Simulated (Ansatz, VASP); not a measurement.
# One calculation of TePb, two programs

```
CELL_PARAMETERS angstrom
0.00000 3.22000 3.22000
3.22000 0.00000 3.22000
3.22000 3.22000 0.00000
ATOMIC_POSITIONS crystal
Pb 0.00000 0.00000 0.00000
Te 0.50000 0.50000 0.50000
```

Alike in both runs: task relaxation of cell and atoms; functional LDA; k mesh 8 × 8 × 8; occupations gaussian, width 0.02 eV; no spin polarisation.

|  | VASP | Ansatz |
| --- | --- | --- |
| version | VASP 6.6.1 | Ansatz 0.2.0 |
| potentials or method | VASP PAW LDA potentials, release 64 (Pb_d, Te), cutoff 500 eV | scalar-relativistic, plane waves, PAW |
| valence electrons in the cell | 20 | 30 |

VASP gave:

| Property | Result |
| --- | --- |
| gap on the k mesh at the Fermi level, each at its own relaxed structure (eV) | 0.56 |
| relaxed volume (Å³/atom) | 32.53 |
| relaxed cell length with the largest relative difference (Å) | 4.514 |

Q: Which values does Ansatz return?

A: gap on the k mesh at the Fermi level, each at its own relaxed structure (eV): 0.58; relaxed volume (Å³/atom): 32.48; relaxed cell length with the largest relative difference (Å): 4.512.

Ansatz warns that its potentials were made for another functional, while VASP's fit it. LDA's correlation is that of Perdew and Zunger in VASP and of Perdew and Wang (1992) in Ansatz. VASP's potentials hold 20 valence electrons a cell and Ansatz's 30, so a difference there can come from the potentials and not from the codes.

Neither program's run includes spin-orbit coupling.
